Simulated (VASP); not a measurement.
## Si4N: single point with PBE

Si4N:

```
CELL_PARAMETERS angstrom
2.75670 0.00000 0.00000
-0.94280 5.30501 0.00000
-1.18820 -1.24333 9.07600
ATOMIC_POSITIONS crystal
Si 0.35388 0.18377 0.20503
Si 0.97007 0.63071 0.09238
Si 0.27613 0.43693 0.44133
Si 0.56279 0.81677 0.32830
Si 0.20263 0.03397 0.54470
Si 0.84594 0.65959 0.68156
Si 0.31500 0.32704 0.80269
Si 0.49628 0.93410 0.89178
N 0.08652 0.95922 0.02996
N 0.39076 0.51790 0.98226
```

```json
{
 "Program": "VASP 6.6.1",
 "Task": "single point",
 "Functional": "PBE",
 "Potentials or basis": "VASP PAW PBE potentials, release 64 (Si, N)",
 "Cutoff": "520 eV",
 "k mesh": "6 × 4 × 2",
 "Occupations": "gaussian, width 0.1 eV",
 "Spin": "collinear spin, ferromagnetic start",
 "Starting moments": "[0.0, 0.0, 0.0, 0.0, 0.0, 0.0, 0.0, 0.0, 1.0, 1.0] μB",
 "Dipole correction": "no",
 "Further INCAR settings": "ALGO = Normal; EDIFF = 1e-06; NBANDS = 36"
}
```

```json
{
 "Pressure": "0.8 GPa",
 "Largest force": "0.597 eV/Å",
 "Band gap on the k mesh": "zero (filled and empty bands overlap)",
 "Net moment": "0.00 μB per cell",
 "Valence electrons inside the program's atomic spheres": "Si 1.55, 1.59, 1.56, 1.57 (each value once); N 3.84, 3.87"
}
```

Forces on the atoms (eV/Å):
```
Si  -0.149 -0.157 -0.106
Si   0.382  0.093  0.185
Si   0.240  0.211  0.364
Si  -0.176 -0.014 -0.215
Si  -0.212 -0.012  0.028
Si  -0.050  0.101 -0.148
Si  -0.078 -0.081 -0.014
Si   0.524  0.134  0.253
N   -0.531  0.086 -0.178
N    0.050 -0.360 -0.169
```

Stress tensor (GPa, compression positive):
```
 0.01 -1.84 -0.39
-1.84  2.03 -1.57
-0.39 -1.57  0.45
```

Levels at points of the mesh, in eV from the Fermi level:
Spin up:
```
           k point  band 17  band 18  band 19  band 20  band 21  band 22  band 23  band 24
(0.00, 0.00, 0.00)    -2.90    -2.11    -0.75    -0.44     2.01     3.17     3.92     4.48
(0.50, 0.00, 0.00)    -3.14    -2.79    -2.20    -1.62    -1.26    -0.77    -0.33    -0.01
(0.00, 0.50, 0.00)    -2.04    -1.53    -0.91     0.29     0.96     1.14     2.64     2.92
(0.50, 0.50, 0.00)    -3.36    -3.06    -2.46    -1.73    -0.56    -0.24     0.10     0.22
(0.00, 0.00, 0.50)    -2.73    -2.04    -1.11     0.81     2.66     3.00     3.06     4.75
(0.50, 0.00, 0.50)    -2.96    -2.86    -2.23    -1.92    -1.78    -1.19    -0.54    -0.07
(0.00, 0.50, 0.50)    -2.05    -1.86    -1.23    -0.17     0.80     1.60     2.54     3.65
(0.50, 0.50, 0.50)    -3.31    -2.47    -2.28    -1.67    -0.79    -0.54    -0.26     0.38
```
Spin down:
| k point | band 16 | band 17 | band 18 | band 19 | band 20 | band 21 | band 22 | band 23 | band 24 | band 25 |
| --- | --- | --- | --- | --- | --- | --- | --- | --- | --- | --- |
| (0.00, 0.00, 0.00) | -3.09 | -2.90 | -2.11 | -0.75 | -0.44 | 2.01 | 3.17 | 3.92 | 4.48 | 5.23 |
| (0.50, 0.00, 0.00) | -3.68 | -3.14 | -2.79 | -2.20 | -1.62 | -1.26 | -0.77 | -0.33 | -0.01 | 0.27 |
| (0.00, 0.50, 0.00) | -2.49 | -2.04 | -1.53 | -0.91 | 0.29 | 0.96 | 1.14 | 2.64 | 2.92 | 3.87 |
| (0.50, 0.50, 0.00) | -4.03 | -3.36 | -3.06 | -2.46 | -1.73 | -0.56 | -0.24 | 0.10 | 0.22 | 1.09 |
| (0.00, 0.00, 0.50) | -3.12 | -2.73 | -2.04 | -1.11 | 0.81 | 2.66 | 3.00 | 3.06 | 4.75 | 4.89 |
| (0.50, 0.00, 0.50) | -3.21 | -2.96 | -2.86 | -2.23 | -1.92 | -1.78 | -1.19 | -0.54 | -0.07 | 0.64 |
| (0.00, 0.50, 0.50) | -2.22 | -2.05 | -1.86 | -1.23 | -0.17 | 0.80 | 1.60 | 2.54 | 3.65 | 4.18 |
| (0.50, 0.50, 0.50) | -3.75 | -3.31 | -2.47 | -2.28 | -1.67 | -0.79 | -0.54 | -0.26 | 0.38 | 1.05 |

It took 3.6 min on 1 thread of Intel Xeon 8259CL, on a shared host, peak memory 0.39 GiB.

Caveat: the k points lie up to 0.39 Å⁻¹ apart, too coarse for converged energies and pressures of a metal.
